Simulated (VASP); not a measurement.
Runs of VASP 6.6.1 on KI2. The structure is that of space group F-43m (No. 216), or close to it. The cells are those of the table. 

```csv
task,cell,k mesh,cutoff (eV),gap on the mesh (eV),pressure (GPa)
single point,"a = 6.004 Å, angles 60.0°, 3 atoms",4 × 4 × 4,520,none,(a)
relaxation of cell and atoms,"relaxed from a = 5.752 Å, angles 60.0°, 3 atoms",4 × 4 × 4,600,none,0.0
single point,"a = 6.044 Å, angles 60.0°, 3 atoms",10 × 10 × 10,520,none,0.0
single point,"a = 5.752 Å, angles 60.0°, 3 atoms",4 × 4 × 4,520,none,1.9
```

Alike in all rows: level PBE; potentials or basis VASP PAW PBE potentials, release 64 (K_sv, I); no spin polarisation; smearing gaussian 0.1 eV.

Problem. Estimate the missing entries.

Solution. (a) 0.2.

Caveats: spin-orbit coupling is left out, which moves the levels of the heavy elements; an odd number of electrons without spin polarisation forces a metal; a magnetic or distorted state may lie lower.

A k mesh can miss the band edges, and the runs leave out spin-orbit coupling on I.

A gap of «none» marks levels without a gap at the run's occupations.
